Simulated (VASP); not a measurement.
A run of VASP 6.6.1 is set up as follows.

The input INCAR:

```
SYSTEM = Sb
  PREC = Accurate
  ENCUT = 600
  EDIFF = 1E-7
  ISMEAR = 0
  SIGMA = 0.1
  LREAL = .FALSE.
  LASPH = .TRUE.
  NELM = 60
  ALGO = Normal
  ISIF = 3
  LWAVE = .FALSE.
  LCHARG = .FALSE.
  GGA = PS
  IBRION = 2
  NSW = 80
  EDIFFG = -0.01
```

File KPOINTS:

```
Automatic mesh
0
G
  16 16 16
  0 0 0
```

POSCAR

```
Sb
1.0
   -1.8694415801      1.8694415801      1.8694415801
    1.8694415801     -1.8694415801      1.8694415801
    1.8694415801      1.8694415801     -1.8694415801
Sb
1
Direct
    0.0000000000      0.0000000000      0.0000000000
```

Potentials or basis: VASP PAW PBE potentials, release 64 (Sb).

Command:

```console
$ cat potpaw_PBE.64/Sb/POTCAR > POTCAR
$ mpirun -np 1 vasp_std > vasp.out
```

Predict the space group after relaxing (to 0.05 Å).

Im-3m (No. 229).

What does it give for the relaxed cell?

a = 3.230 Å, b = 3.230 Å, c = 3.230 Å, α = 109.47°, β = 109.47°, γ = 109.47°.

What does it give for the relaxed volume?

25.93 Å³/atom.

Final structure:
```xyz
1
Lattice="-1.8646 1.8646 1.8646 1.8646 -1.8646 1.8646 1.8646 1.8646 -1.8646" Properties=species:S:1:pos:R:3 pbc="T T T"
Sb    0.0000    0.0000    0.0000
```

Caveat: the PAW data sets were made with another functional, which shifts forces and pressure a little.
